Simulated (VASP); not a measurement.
Input of a VASP 6.6.1 run:

INCAR

```
PREC = Accurate ; ENCUT = 520
EDIFF = 1E-6 ; ISMEAR = 1
SIGMA = 0.15 ; LREAL = F
LASPH = T ; NELM = 60
ALGO = Normal ; ISIF = 2
LWAVE = F ; LCHARG = T
GGA = CA ; LELF = T
LVHAR = T ; NBANDS = 16
```

The input KPOINTS:

```
Automatic mesh
0
Gamma
  7 7 7
```

POSCAR

```
YS
1.0
    0.0000000000      2.7436500000      2.7436500000
    2.7436500000      0.0000000000      2.7436500000
    2.7436500000      2.7436500000      0.0000000000
Y S
1 1
Direct
    0.5000000000      0.5000000000      0.5000000000
    0.0000000000      0.0000000000      0.0000000000
```

Potentials or basis: VASP PAW LDA potentials, release 64 (Y_sv, S).

Run with:

```sh
$ cat potpaw_LDA.64/Y_sv/POTCAR potpaw_LDA.64/S/POTCAR > POTCAR
$ mpirun -np 1 vasp_std > vasp.out
```

Task: Estimate the pressure.

Result: -3.8 GPa.
